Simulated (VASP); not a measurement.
Input of a VASP 6.6.1 run:

INCAR

```
SYSTEM = MnO
  PREC = Accurate
  ENCUT = 600
  EDIFF = 1E-6
  ISMEAR = -1
  SIGMA = 0.05
  LREAL = .FALSE.
  LASPH = .TRUE.
  NELM = 200
  ALGO = Normal
  ISIF = 2
  LWAVE = .FALSE.
  LCHARG = .TRUE.
  ISPIN = 2
  MAGMOM = 4 0
  LORBIT = 11
  LMAXMIX = 4
  GGA = PE
  LELF = .TRUE.
  LVHAR = .TRUE.
  NBANDS = 22
  GGA_COMPAT = .FALSE.
```

File KPOINTS:

```
regular mesh
0
G
  10 10 10
  0 0 0
```

The input POSCAR:

```
MnO
1.0
    0.0000000000      2.1766406568      2.1766406568
    2.1766406568      0.0000000000      2.1766406568
    2.1766406568      2.1766406568      0.0000000000
Mn O
1 1
Direct
    0.0000000000      0.0000000000      0.0000000000
    0.5000000000      0.5000000000      0.5000000000
```

Potentials or basis: VASP PAW PBE potentials, release 64 (Mn_sv, O).

Launch:

```console
$ cat potpaw_PBE.64/Mn_sv/POTCAR potpaw_PBE.64/O/POTCAR > POTCAR
$ mpirun -np 1 vasp_std > vasp.out
```

(1) Predict the net moment.

(2) What does it give for the site moments?

(3) Estimate the pressure.

Results:

(1) 4.56 μB per cell.

(2) Mn +4.00; O +0.19 μB.

(3) 5.0 GPa.

Caveat: a cell with one magnetic atom can't hold antiferromagnetic order, which such compounds often take.
